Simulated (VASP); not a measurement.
# Sb (Fm-3m) in VASP: a series of runs

The runs below take Sb through single point, with PBEsol.

Everything below comes from runs of VASP 6.6.1. Logs are shortened: lines on timing, memory, paths and dates and some standing lists are left out, and cuts for length are marked.

**1. The cell of the first run**

The structure is cubic, space group Fm-3m (No. 225). Conventional cell: a = 3.613 Å, b = 3.613 Å, c = 3.613 Å, α = 90.00°, β = 90.00°, γ = 90.00°. Within 3.4 Å of Sb (site symmetry m-3m) lie 12 Sb at 2.56 Å.

**2. Single point, PBEsol (volume scaled by 0.45)**

Input file INCAR:

```
PREC = Accurate
ENCUT = 520
EDIFF = 1E-6
ISMEAR = -1
SIGMA = 0.1
LREAL = False
LASPH = True
NELM = 80
ALGO = Normal
ISIF = 2
LWAVE = False
LCHARG = False
GGA = PS
NBANDS = 8
```

Input file KPOINTS:

```
regular mesh
0
Gamma
  15 15 15
```

Input file POSCAR:

```
Sb
1.0
    0.0000000000      1.8067445500      1.8067445500
    1.8067445500      0.0000000000      1.8067445500
    1.8067445500      1.8067445500      0.0000000000
Sb
1
Direct
    0.0000000000      0.0000000000      0.0000000000
```

Potentials or basis: VASP PAW PBE potentials, release 64 (Sb).

The run is started by

```console
cat potpaw_PBE.64/Sb/POTCAR > POTCAR
mpirun -np 1 vasp_std > vasp.out
```

OUTCAR:

```text
PREC = Accurate
   ENCUT = 520
   EDIFF = 1E-6
   ISMEAR = -1
   LREAL = False
   LASPH = True
   NELM = 80
   ISIF = 2
   GGA = PS

 ion  position               nearest neighbor table
   1  0.000  0.000  0.000-

  LATTYP: Found a face centered cubic cell.
 ALAT       =     3.6134891000

  Lattice vectors:

 A1 = (   0.0000000000,   1.8067445500,   1.8067445500)
 A2 = (   1.8067445500,   0.0000000000,   1.8067445500)
 A3 = (   1.8067445500,   1.8067445500,   0.0000000000)

Analysis of symmetry for initial positions (statically):
=====================================================================
 Subroutine PRICEL returns:
 Original cell was already a primitive cell.

 Routine SETGRP: Setting up the symmetry group for a
 face centered cubic supercell.

 Subroutine GETGRP returns: Found 48 space group operations
 (whereof 48 operations were pure point group operations)
 out of a pool of 48 trial point group operations.

The static configuration has the point symmetry O_h .

Analysis of symmetry for dynamics (positions and initial velocities):
=====================================================================
 Subroutine PRICEL returns:
 Original cell was already a primitive cell.

 Routine SETGRP: Setting up the symmetry group for a
 face centered cubic supercell.

 Subroutine GETGRP returns: Found 48 space group operations
 (whereof 48 operations were pure point group operations)
 out of a pool of 48 trial point group operations.

The dynamic configuration has the point symmetry O_h .

 Subroutine INISYM returns: Found 48 space group operations
 (whereof 48 operations are pure point group operations),
 and found     1 'primitive' translations

----------------------------------------------------------------------------------------

                                     Primitive cell

  volume of cell :      11.7956

  direct lattice vectors                    reciprocal lattice vectors
     0.000000000  1.806744550  1.806744550    -0.276740838  0.276740838  0.276740838
     1.806744550  0.000000000  1.806744550     0.276740838 -0.276740838  0.276740838
     1.806744550  1.806744550  0.000000000     0.276740838  0.276740838 -0.276740838

  length of vectors
     2.555122646  2.555122646  2.555122646     0.479329191  0.479329191  0.479329191

  position of ions in fractional coordinates (direct lattice)
     0.000000000  0.000000000  0.000000000

  ion indices of the primitive-cell ions
   primitive index   ion index
                 1           1

----------------------------------------------------------------------------------------

 KPOINTS: regular mesh

Automatic generation of k-mesh.
 Grid dimensions read from file:
 generate k-points for:   15   15   15

 Generating k-lattice:

  Cartesian coordinates                     Fractional coordinates (reciprocal lattice)
    -0.018449389  0.018449389  0.018449389     0.066666667  0.000000000  0.000000000
     0.018449389 -0.018449389  0.018449389     0.000000000  0.066666667  0.000000000
     0.018449389  0.018449389 -0.018449389     0.000000000  0.000000000  0.066666667

  Length of vectors
     0.031955279  0.031955279  0.031955279

  Shift w.r.t. Gamma in fractional coordinates (k-lattice)
     0.000000000  0.000000000  0.000000000

 Subroutine IBZKPT returns following result:
 ===========================================

 Found    120 irreducible k-points:

 Following reciprocal coordinates:
            Coordinates               Weight
  0.000000  0.000000  0.000000      1.000000
  0.066667  0.000000  0.000000      8.000000
  0.133333  0.000000  0.000000      8.000000
  0.200000  0.000000  0.000000      8.000000
  0.266667  0.000000  0.000000      8.000000
  0.333333  0.000000  0.000000      8.000000
[... 16 lines left out ...]
  0.133333  0.133333  0.000000      6.000000
  0.200000  0.133333  0.000000     24.000000
 [... further k-points ...]
   k-points           NKPTS =    120   k-points in BZ     NKDIM =    120   number of bands    NBANDS=      8
   number of dos      NEDOS =    301   number of ions     NIONS =      1
   total plane-waves  NPLWV =   8000
   dimension x,y,z NGX =    20 NGY =   20 NGZ =   20
   dimension x,y,z NGXF=    40 NGYF=   40 NGZF=   40
   ions per type =               1
   NGX,Y,Z   is equivalent  to a cutoff of  13.01, 13.01, 13.01 a.u.
   NGXF,Y,Z  is equivalent  to a cutoff of  26.03, 26.03, 26.03 a.u.
 SYSTEM =  unknown system
   PREC   = accura    normal or accurate (medium, high low for compatibility)
   ISTART =      0    job   : 0-new  1-cont  2-samecut
   ICHARG =      2    charge: 1-file 2-atom 10-const
   ISPIN  =      1    spin polarized calculation?
   LNONCOLLINEAR =      F non collinear calculations
   LSORBIT =      F    spin-orbit coupling
   LASPH  =      T    aspherical Exc in radial PAW
   ENCUT  =  520.0 eV  38.22 Ry    6.18 a.u.   4.75  4.75  4.75*2*pi/ulx,y,z
   NELM   =     80;   NELMIN=  2; NELMDL= -5     # of ELM steps
   EDIFF  = 0.1E-05   stopping-criterion for ELM
   LREAL  =      F    real-space projection
   EDIFFG = 0.1E-04   stopping-criterion for IOM
   NSW    =      0    number of steps for IOM
   IBRION =     -1    ionic relax: 0-MD 1-quasi-New 2-CG
   NFREE  =      0    steps in history (QN), initial steepest desc. (CG)
   ISIF   =      2    stress and relaxation
   ISYM   =      2    0-nonsym 1-usesym 2-fastsym
   POTIM  = 0.5000    time-step for ionic-motion
   TEBEG  =    0.0;   TEEND  =   0.0 temperature during run
   PSTRESS=    0.0 pullay stress
   NELECT =       5.0000    total number of electrons
   NUPDOWN=      -1.0000    fix difference up-down
   EMIN   =  10.00;   EMAX   =-10.00  energy-range for DOS
   EFERMI =   0.00;   METHOD = LEGACY
   ISMEAR =    -1;   SIGMA  =   0.10  broadening in eV -4-tet -1-fermi 0-gaus
   EFERMI_NEDOS =   21; number of points for ismear=-14 and -15
   IALGO  =     38    algorithm
   IMIX   =      4    mixing-type and parameters
     AMIX     =   0.40;   BMIX     =  1.00
     AMIX_MAG =   1.60;   BMIX_MAG =  1.00
  volume/ion in A,a.u.               =      11.80        79.60
  Fermi-wavevector in a.u.,A,eV,Ry     =   1.229772  2.323933 20.576638  1.512340
  Thomas-Fermi vector in A             =   2.364647
   LORBIT       =      0    0 simple, 1 ext, 2 COOP (PROOUT), +10 PAW based schemes
   GGA     = PS    functional components
   LHFCALC =     F    Hartree Fock is set to
   AEXX    =    0.0000 exact exchange contribution
   IVDW    =     0    specifies the selected vdW correction
   LEPSILON=     F    determine dielectric tensor
   LRPA    =     F    only Hartree local field effects (RPA)
 non-spin polarized calculation
  energy-cutoff  :      520.00
  volume of cell :       11.80
 maximum number of plane-waves:       331
   NGX =  9   NGY =  9   NGZ =  9

 number of electron       5.0000000 magnetization

 Free energy of the ion-electron system (eV)
  ---------------------------------------------------
  ext. energy  EPLUGINS =         0.00000000
  ---------------------------------------------------
  free energy    TOTEN  =         3.09795546 eV

  energy without entropy =        3.11278798  energy(sigma->0) =        3.10537172

 E-fermi :  24.4211     XC(G=0): -14.2880

 val. band max:       24.4039251201   @ k =  -0.4000   0.2000   0.0000
 cond. band min:      24.4727772285   @ k =  -0.4667   0.4667   0.0000
 fundamental gap:      0.0688521083
 Fermi energy:        24.4210743419

 k-point     1 :       0.0000    0.0000    0.0000
  band No.  band energies     occupation
      1       1.3268      2.00000
      2      32.3259      0.00000
      3      36.2113      0.00000
      4      36.2113      0.00000
      5      36.2113      0.00000
      6      37.6811      0.00000
      7      37.6811      0.00000
      8      37.6811      0.00000

 k-point     2 :       0.0667    0.0000    0.0000
  band No.  band energies     occupation
      1       1.5014      2.00000
      2      31.9224      0.00000
      3      34.4961      0.00000
      4      35.7905      0.00000
      5      35.7905      0.00000
      6      38.2426      0.00000
      7      38.2426      0.00000
      8      38.9694      0.00000

 k-point     3 :       0.1333    0.0000    0.0000
  band No.  band energies     occupation
      1       2.0276      2.00000
      2      29.6900      0.00000
      3      33.5294      0.00000
      4      35.1405      0.00000
      5      35.1405      0.00000
      6      39.1460      0.00000
      7      39.1460      0.00000
      8      39.9292      0.00000

 k-point     4 :       0.2000    0.0000    0.0000
  band No.  band energies     occupation
      1       2.9110      2.00000
      2      26.3344      0.00000
      3      33.2880      0.00000
      4      34.5462      0.00000
      5      34.5462      0.00000
      6      39.1598      0.00000
      7      39.1598      0.00000
      8      40.2801      0.00000

 k-point     5 :       0.2667    0.0000    0.0000
  band No.  band energies     occupation
      1       4.1591      2.00000
      2      22.7800      2.00000
      3      32.9557      0.00000
      4      34.0163      0.00000
      5      34.0163      0.00000
      6      38.1711      0.00000
      7      38.1711      0.00000
      8      40.2218      0.00000

 k-point     6 :       0.3333    0.0000    0.0000
  band No.  band energies     occupation
      1       5.7773      2.00000
      2      19.2824      2.00000
      3      32.5101      0.00000
      4      33.5357      0.00000
      5      33.5357      0.00000
      6      37.1971      0.00000
      7      37.1971      0.00000
      8      40.0796      0.00000

 k-point     7 :       0.4000    0.0000    0.0000
  band No.  band energies     occupation
      1       7.7629      2.00000
      2      15.9784      2.00000
      3      32.1071      0.00000
      4      33.1329      0.00000
      5      33.1329      0.00000
      6      36.5284      0.00000
      7      36.5284      0.00000
      8      39.9890      0.00000

 k-point     8 :       0.4667    0.0000    0.0000
  band No.  band energies     occupation
      1      10.0661      2.00000
      2      12.9973      2.00000
      3      31.8751      0.00000
      4      32.8932      0.00000
      5      32.8932      0.00000
      6      36.2052      0.00000
      7      36.2052      0.00000
      8      39.9504      0.00000

 k-point     9 :       0.0667    0.0667    0.0000
  band No.  band energies     occupation
      1       1.5596      2.00000
      2      32.0132      0.00000
      3      34.6677      0.00000
      4      34.6677      0.00000
      5      35.4934      0.00000
      6      38.3641      0.00000
      7      39.1004      0.00000
      8      39.1004      0.00000

 k-point    10 :       0.1333    0.0667    0.0000
  band No.  band energies     occupation
      1       1.9685      2.00000
      2      30.7367      0.00000
      3      33.1526      0.00000
      4      33.6927      0.00000
      5      35.9707      0.00000
      6      38.3202      0.00000
      7      40.0511      0.00000
      8      40.2792      0.00000
[... 78 lines left out ...]
 k-point    18 :      -0.3333    0.0667    0.0000
  band No.  band energies     occupation
      1       6.5594      2.00000
      2      18.2945      2.00000
      3      30.3140      0.00000
      4      33.1335      0.00000
      5      34.2891      0.00000
      6      36.4883      0.00000
      7      37.6877      0.00000
      8      41.2434      0.00000

 k-point    19 :      -0.2667    0.0667    0.0000
  band No.  band energies     occupation
      1       4.8163      2.00000
      2      21.7333      2.00000
      3      30.5020      0.00000
      4      33.9569      0.00000
      5      35.5541      0.00000
      6      36.7574      0.00000
      7      37.8631      0.00000
      8      41.7184      0.00000

 k-point    20 :      -0.2000    0.0667    0.0000
  band No.  band energies     occupation
      1       3.4439      2.00000
      2      25.2802      0.00037
      3      30.8888      0.00000
      4      34.6912      0.00000
      5      36.2882      0.00000
      6      37.7674      0.00000
      7      38.0408      0.00000
      8      41.0999      0.00000

 k-point    21 :      -0.1333    0.0667    0.0000
  band No.  band energies     occupation
      1       2.4386      2.00000
      2      28.7301      0.00000
      3      31.4733      0.00000
      4      34.9657      0.00000
      5      36.7080      0.00000
      6      38.3620      0.00000
      7      38.4058      0.00000
      8      40.4652      0.00000

 k-point    22 :      -0.0667    0.0667    0.0000
  band No.  band energies     occupation
      1       1.7933      2.00000
      2      31.2088      0.00000
      3      32.8200      0.00000
      4      34.9343      0.00000
      5      36.8119      0.00000
      6      37.7859      0.00000
      7      38.6345      0.00000
      8      40.4807      0.00000

 k-point    23 :       0.1333    0.1333    0.0000
  band No.  band energies     occupation
      1       2.2605      2.00000
      2      31.3723      0.00000
      3      32.4383      0.00000
      4      32.4383      0.00000
      5      34.0608      0.00000
      6      38.5564      0.00000
      7      40.1086      0.00000
      8      41.0850      0.00000

 k-point    24 :       0.2000    0.1333    0.0000
  band No.  band energies     occupation
      1       2.9068      2.00000
      2      29.0665      0.00000
      3      31.4044      0.00000
      4      31.9762      0.00000
      5      34.2670      0.00000
      6      37.0476      0.00000
      7      40.3444      0.00000
      8      41.8809      0.00000

 [... further k-points ...]

------------------------ aborting loop because EDIFF is reached ----------------------------------------

  FORCE on cell =-STRESS in cart. coord.  units (eV):
  Direction    XX          YY          ZZ          XY          YZ          ZX
  --------------------------------------------------------------------------------------
  -------------------------------------------------------------------------------------
  Total       25.8566034     25.8566034     25.8566034      0.0000000      0.0000000      0.0000000
  in kB     3512.0589785   3512.0589785   3512.0589785      0.0000000      0.0000000      0.0000000
  external PRESSURE =    3512.0589785 kB  Pullay stress =       0.0000000 kB

 VOLUME and BASIS-vectors are now :
 -----------------------------------------------------------------------------
  energy-cutoff  :      520.00
  volume of cell :       11.80
      direct lattice vectors                 reciprocal lattice vectors
     0.000000000  1.806744550  1.806744550    -0.276740838  0.276740838  0.276740838
     1.806744550  0.000000000  1.806744550     0.276740838 -0.276740838  0.276740838
     1.806744550  1.806744550  0.000000000     0.276740838  0.276740838 -0.276740838

 POSITION                                       TOTAL-FORCE (eV/Angst)
 -----------------------------------------------------------------------------------
      0.00000      0.00000      0.00000         0.000000      0.000000      0.000000
 -----------------------------------------------------------------------------------
    total drift:                                0.000000      0.000000     -0.000000

  FREE ENERGIE OF THE ION-ELECTRON SYSTEM (eV)
  ---------------------------------------------------
  free  energy   TOTEN  =         3.0979554586 eV

  energy  without entropy=        3.1127879837  energy(sigma->0) =        3.10537172
```

Wall time 4.9 s (1 thread of Intel Xeon 6975P-C (Granite Rapids), shared host); peak memory 0.12 GiB.

Results:

```yaml
Free_energy: 3.0980 eV
Pressure: 351.2 GPa
```

Levels at points of the mesh, in eV from the Fermi level:
| k point | band 1 | band 2 | band 3 | band 4 | band 5 | band 6 |
| --- | --- | --- | --- | --- | --- | --- |
| (0.00, 0.00, 0.00) | -23.09 | 7.90 | 11.79 | 11.79 | 11.79 | 13.26 |

Caveat: the PAW data sets were made with another functional, which shifts forces and pressure a little; spin-orbit coupling is left out, which moves the levels of the heavy elements.

**3. Single point, PBEsol (volume scaled by 0.45)**

Input file INCAR:

```
SYSTEM = Sb
  PREC = Accurate
  ENCUT = 520
  EDIFF = 1E-6
  ISMEAR = -1
  SIGMA = 0.1
  LREAL = .FALSE.
  LASPH = .TRUE.
  NELM = 100
  ALGO = Normal
  ISIF = 2
  LWAVE = .FALSE.
  LCHARG = .TRUE.
  GGA = PS
  LELF = .TRUE.
  LVHAR = .TRUE.
  NBANDS = 8
```

Input file KPOINTS:

```
regular mesh
0
G
  15 15 15
  0 0 0
```

POSCAR is that of step 2.

Potentials or basis: VASP PAW PBE potentials, release 64 (Sb).

The run is started by

```console
cat potpaw_PBE.64/Sb/POTCAR > POTCAR
mpirun -np 1 vasp_std > vasp.out
```

Wall time 5.2 s (1 thread of Intel Xeon 6975P-C (Granite Rapids), shared host); peak memory 0.13 GiB.

Results (log left out):

| Property | Result |
| --- | --- |
| Free energy | 3.0980 eV |
| Pressure | 351.2 GPa |

Levels at points of the mesh, in eV from the Fermi level:
```tsv
k point	band 1	band 2	band 3	band 4	band 5	band 6	band 7
(0.00, 0.00, 0.00)	-23.09	7.90	11.79	11.79	11.79	13.26	13.26
```

Caveat: the PAW data sets were made with another functional, which shifts forces and pressure a little; spin-orbit coupling is left out, which moves the levels of the heavy elements.
